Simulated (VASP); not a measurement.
**WS2: single point with LDA**

Slab: WS2, a slab with vacuum.

```
W S
1.0
     3.28274    0.00000    0.00000
    -1.64137    2.84293    0.00000
     0.00000    0.00000   24.50970
W S
2 4
Direct
  0.33333 0.66667 0.63028
  0.66667 0.33333 0.36972
  0.33333 0.66667 0.30289
  0.66667 0.33333 0.56333
  0.33333 0.66667 0.43667
  0.66667 0.33333 0.69711
```

```json
{"Program": "VASP 6.6.1", "Task": "single point", "Functional": "LDA", "Potentials or basis": "VASP PAW LDA potentials, release 64 (W_sv, S)", "Cutoff": "520 eV", "k mesh": "12 × 12 × 2", "Occupations": "gaussian, width 0.05 eV", "Spin": "no spin polarisation", "Dipole correction": "no", "Further INCAR settings": "ALGO = Normal; EDIFF = 1e-06; NBANDS = 35"}
```

```yaml
Largest_force: 2.207 eV/Å
Band_gap_on_the_k_mesh: 1.32 eV, indirect (least direct gap 1.60 eV)
```

Forces in eV/Å, atoms in the order of the input:
```
W    0.000  0.000 -0.007
W    0.000  0.000  0.007
S    0.000  0.000  2.207
S    0.000  0.000  2.134
S    0.000  0.000 -2.134
S    0.000  0.000 -2.207
```

Levels at points of the mesh, in eV from the valence-band top:
| k point | band 23 | band 24 | band 25 | band 26 | band 27 | band 28 | band 29 | band 30 |
| --- | --- | --- | --- | --- | --- | --- | --- | --- |
| (0.00, 0.00, 0.00) | -1.68 | -1.68 | -0.50 | 0.00 | 2.26 | 2.26 | 2.31 | 2.31 |
| (0.50, 0.00, 0.00) | -1.49 | -1.40 | -1.13 | -1.06 | 2.19 | 2.21 | 2.53 | 2.63 |
| (0.00, 0.00, 0.50) | -1.68 | -1.68 | -0.50 | 0.00 | 2.26 | 2.26 | 2.31 | 2.31 |
| (0.50, 0.00, 0.50) | -1.49 | -1.40 | -1.13 | -1.06 | 2.19 | 2.21 | 2.53 | 2.63 |

Run time: 6.4 min on 1 thread of AMD EPYC 7R13 Processor (Zen 3) (shared host), peak memory 0.38 GiB.

Caveat: spin-orbit coupling is left out, which moves the levels of the heavy elements.
